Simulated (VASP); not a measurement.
Input of a VASP 6.6.1 run:

Contents of INCAR:

```
SYSTEM = AlNi
PREC     = Accurate       ! precision mode
ENCUT    = 520            ! plane-wave cutoff, eV
EDIFF    = 1E-6           ! SCF threshold, eV
ISMEAR   = 0              ! smearing method
SIGMA    = 0.1            ! smearing width, eV
LREAL    = .FALSE.        ! projectors in reciprocal space
LASPH    = .TRUE.         ! aspherical terms in the spheres
NELM     = 60             ! most SCF steps
ALGO     = Normal         ! electronic algorithm
ISIF     = 2              ! what is computed and relaxed
LWAVE    = .FALSE.        ! write WAVECAR
LCHARG   = .TRUE.         ! write CHGCAR
LDIPOL   = .TRUE.       
IDIPOL   = 3            
DIPOL    = 0.5 0.5 0.500
GGA      = PE             ! functional
LELF     = .TRUE.         ! ELF
LVHAR    = .TRUE.       
LVACPOTAV= .TRUE.       
NBANDS   = 58             ! bands
```

File KPOINTS:

```
regular mesh
0
G
  12 9 1
  0 0 0
```

POSCAR

```
AlNi
1.0
    2.8930835185      0.0000000000      0.0000000000
    0.0000000000      4.0914379490      0.0000000000
    0.0000000000      0.0000000000     27.2743138470
Al Ni
7 7
Direct
    0.0000000000      0.5000000000      0.2721728886
    0.0000000000      0.0000000000      0.3495467019
    0.0000000000      0.5000000000      0.4252654341
    0.0000000000      0.0000000000      0.4999999955
    0.0000000000      0.5000000000      0.5747345654
    0.0000000000      0.0000000000      0.6504532975
    0.0000000000      0.5000000000      0.7278271188
    0.5000000000      0.0000000000      0.2784000240
    0.5000000000      0.5000000000      0.3509723138
    0.5000000000      0.0000000000      0.4244399396
    0.5000000000      0.5000000000      0.4999999977
    0.5000000000      0.0000000000      0.5755600567
    0.5000000000      0.5000000000      0.6490276871
    0.5000000000      0.0000000000      0.7215999794
```

Potentials or basis: VASP PAW PBE potentials, release 64 (Al, Ni).

Run with:

```bash
$ cat potpaw_PBE.64/Al/POTCAR potpaw_PBE.64/Ni/POTCAR > POTCAR
$ mpirun -np 1 vasp_std > vasp.out
```

**Question.** What does it give for the largest force?

**Answer.** 0.026 eV/Å.

Forces on the atoms (eV/Å):
```
Al   0.000  0.000  0.026
Al   0.000  0.000 -0.009
Al   0.000  0.000 -0.011
Al   0.000  0.000  0.000
Al   0.000  0.000  0.011
Al   0.000  0.000  0.009
Al   0.000  0.000 -0.026
Ni   0.000  0.000 -0.004
Ni   0.000  0.000 -0.008
Ni   0.000  0.000 -0.001
Ni   0.000  0.000  0.000
Ni   0.000  0.000  0.001
Ni   0.000  0.000  0.008
Ni   0.000  0.000  0.004
```

Spin polarisation is off, so any magnetic state and its effect on volume and gap are missing.
